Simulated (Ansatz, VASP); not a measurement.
**One calculation of In2SiH2, two programs**

```
In Si H
1.0
     4.11268    0.00000    0.00000
     0.00000    4.11268    0.00000
     0.00000    0.00000    5.25122
In Si H
2 1 2
Direct
  0.00000 0.00000 0.00000
  0.50000 0.50000 0.00000
  0.50000 0.50000 0.50000
  0.00000 0.50000 0.50000
  0.50000 0.00000 0.50000
```

Alike in both runs: functional PBE; k mesh 3 × 3 × 3; occupations gaussian, width 0.15 eV; no spin polarisation.

Ansatz relaxed the structure, and its values are those at the end. VASP's run is a single point on that final structure, the one shown.

```csv
,VASP,Ansatz
version,VASP 6.6.1,Ansatz 0.2.0
potentials or method,"VASP PAW PBE potentials, release 64 (In_d, Si, H), cutoff 520 eV","scalar-relativistic, plane waves, PAW"
valence electrons in the cell,32,32
```

```tsv
	VASP	Ansatz	Ansatz less VASP
gap on the k mesh at the Fermi level (eV)	none	none	-
pressure (GPa)	0.0	0.1	+0.09
```

A gap of «none» marks a metal or a gap that the smearing closes.

The k mesh is coarse, so the values compare programs but aren't converged.
